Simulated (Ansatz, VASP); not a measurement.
# Two plane-wave programs on AgCl

Contents of INCAR:

```
SYSTEM = AgCl
  PREC = Accurate
  ENCUT = 520
  EDIFF = 1E-7
  ISMEAR = 0
  SIGMA = 0.05
  LREAL = .FALSE.
  LASPH = .TRUE.
  NELM = 80
  ALGO = Normal
  ISIF = 2
  LWAVE = .FALSE.
  LCHARG = .FALSE.
  GGA = PS
  NBANDS = 16
```

KPOINTS

```
regular mesh
0
G
  12 12 12
  0 0 0
```

POSCAR

```
AgCl
1.0
    3.3629234858      0.0910666811      0.0910666811
    0.0910666811      3.3629234858      0.0910666811
    0.0910666811      0.0910666811      3.3629234858
Ag Cl
1 1
Direct
    0.0000000000      0.0000000000      0.0000000000
    0.5000000000      0.5000000000      0.5000000000
```

Input for Ansatz:

```yaml
crystal:
  lattice:
    - [3.3629234858, 0.0910666811, 0.0910666811]
    - [0.0910666811, 3.3629234858, 0.0910666811]
    - [0.0910666811, 0.0910666811, 3.3629234858]
  atoms:
    - { symbol: Ag, position: [0.0, 0.0, 0.0] }
    - { symbol: Cl, position: [0.5, 0.5, 0.5] }
basis:
  ecutwfc: 420
kpoints:
  mp_grid: { grid: [12, 12, 12] }
hamiltonian:
  xc: pbesol
scf:
  occupations: { method: gaussian, width: 0.05 }
output:
  forces: true
  stress: true
  eigenvalues: true
```

Alike in both runs: task single point; functional PBEsol; k mesh 12 × 12 × 12; occupations gaussian, width 0.05 eV; no spin polarisation.

|  | VASP | Ansatz |
| --- | --- | --- |
| version | VASP 6.6.1 | Ansatz 0.2.0 |
| potentials or method | VASP PAW PBE potentials, release 64 (Ag, Cl), cutoff 520 eV | scalar-relativistic, plane waves, PAW |
| valence electrons in the cell | 18 | 26 |

VASP gave:

```
gap on the k mesh at the Fermi level (eV)                     : 0.31
least direct gap on the mesh (eV)                             : 1.99
pressure (GPa)                                                : -1.5
traceless stress, the component that is largest in VASP (GPa) : 0.68
```

Estimate Ansatz's values.

gap on the k mesh at the Fermi level (eV): 0.31; least direct gap on the mesh (eV): 1.99; pressure (GPa): -1.4; traceless stress, the component that is largest in VASP (GPa): 0.67.

VASP's potentials were made for PBE, not for PBEsol. VASP's potentials hold 18 valence electrons a cell and Ansatz's 26, so a difference there can come from the potentials and not from the codes.
